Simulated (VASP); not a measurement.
A run of VASP 6.6.1 is set up as follows.

The input INCAR:

```
SYSTEM = MnCl
PREC = Accurate
ENCUT = 600
EDIFF = 1E-6
ISMEAR = 0
SIGMA = 0.1
LREAL = .False.
LASPH = .True.
NELM = 150
ALGO = Normal
ISIF = 3
LWAVE = .False.
LCHARG = .False.
ISPIN = 2
MAGMOM = 4.37 0
LORBIT = 11
LMAXMIX = 4
GGA = PE
IBRION = 2
NSW = 90
EDIFFG = -0.04
```

KPOINTS

```
Automatic mesh
0
Gamma
  6 6 6
  0 0 0
```

The input POSCAR:

```
MnCl
1.0
    3.4190226428      0.0000000000      0.0000000000
    0.0000000000      3.4190226428      0.0000000000
    0.0000000000      0.0000000000      3.4190226428
Mn Cl
1 1
Direct
    0.0000000000      0.0000000000      0.0000000000
    0.5000000000      0.5000000000      0.5000000000
```

Potentials or basis: VASP PAW PBE potentials, release 64 (Mn_pv, Cl).

The run is started by

```console
$ cat potpaw_PBE.64/Mn_pv/POTCAR potpaw_PBE.64/Cl/POTCAR > POTCAR
$ mpirun -np 1 vasp_std > vasp.out
```

Q: What does it give for the relaxed volume?

A: 16.55 Å³/atom.

Q: Predict the space group after relaxing (to 0.1 Å).

A: Pm-3m (No. 221).

Q: Estimate the site moments.

A: Mn +3.77; Cl +0.09 μB.

Q: What does it give for the net moment?

A: 4.06 μB per cell.

Final structure:
```
CELL_PARAMETERS angstrom
3.21051 0.00000 0.00000
0.00000 3.21051 0.00000
0.00000 0.00000 3.21051
ATOMIC_POSITIONS crystal
Mn 0.00000 0.00000 0.00000
Cl 0.50000 0.50000 0.50000
```

Caveat: the volume moved by over 15 % at a fixed basis, so the end points are rough; a cell with one magnetic atom can't hold antiferromagnetic order, which such compounds often take.
